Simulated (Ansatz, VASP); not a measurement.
# Two plane-wave programs on Bi

INCAR

```
ALGO = Normal
EDIFF = 1E-7
ENCUT = 520
GGA = PE
ISIF = 2
ISMEAR = -1
LASPH = T
LCHARG = F
LREAL = F
LWAVE = F
NBANDS = 14
NELM = 60
PREC = Accurate
SIGMA = 0.1
```

Contents of KPOINTS:

```
k-points
0
Gamma
  18 18 18
```

Contents of POSCAR:

```
Bi
1.0
   -2.0190899776      2.0190899776      2.0190899776
    2.0190899776     -2.0190899776      2.0190899776
    2.0190899776      2.0190899776     -2.0190899776
Bi
1
Direct
    0.0000000000      0.0000000000      0.0000000000
```

Input for Ansatz:

```yaml
crystal:
  lattice:
    - [-2.0190899776, 2.0190899776, 2.0190899776]
    - [2.0190899776, -2.0190899776, 2.0190899776]
    - [2.0190899776, 2.0190899776, -2.0190899776]
  atoms:
    - { symbol: Bi, position: [0.0, 0.0, 0.0] }
hamiltonian:
  xc: pbe
  pseudopotentials:
    kind: paw
    azcp:
      Bi: "pseudopotentials/Bi.paw.azcp"
basis:
  ecutwfc: 420
  fft_grid_basis: typed
kpoints:
  mp_grid: { grid: [18, 18, 18], shift: [0, 0, 0] }
magnetization:
  spin_polarized: false
scf:
  occupations: { method: fermi_dirac, width: 0.1 }
output:
  stress: true
```

Alike in both runs: task single point; functional PBE; k mesh 18 × 18 × 18; occupations fermi-dirac, width 0.1 eV; no spin polarisation.

```csv
,VASP,Ansatz
version,VASP 6.6.1,Ansatz 0.2.0
potentials or method,"VASP PAW PBE potentials, release 64 (Bi_d), cutoff 520 eV","plane waves (420 eV) with PAW, scalar-relativistic"
valence electrons in the cell,15,15
```

```csv
,VASP,Ansatz,Ansatz less VASP
pressure (GPa),-1.9,-1.9,+0.07
```

Spin-orbit coupling is off throughout.
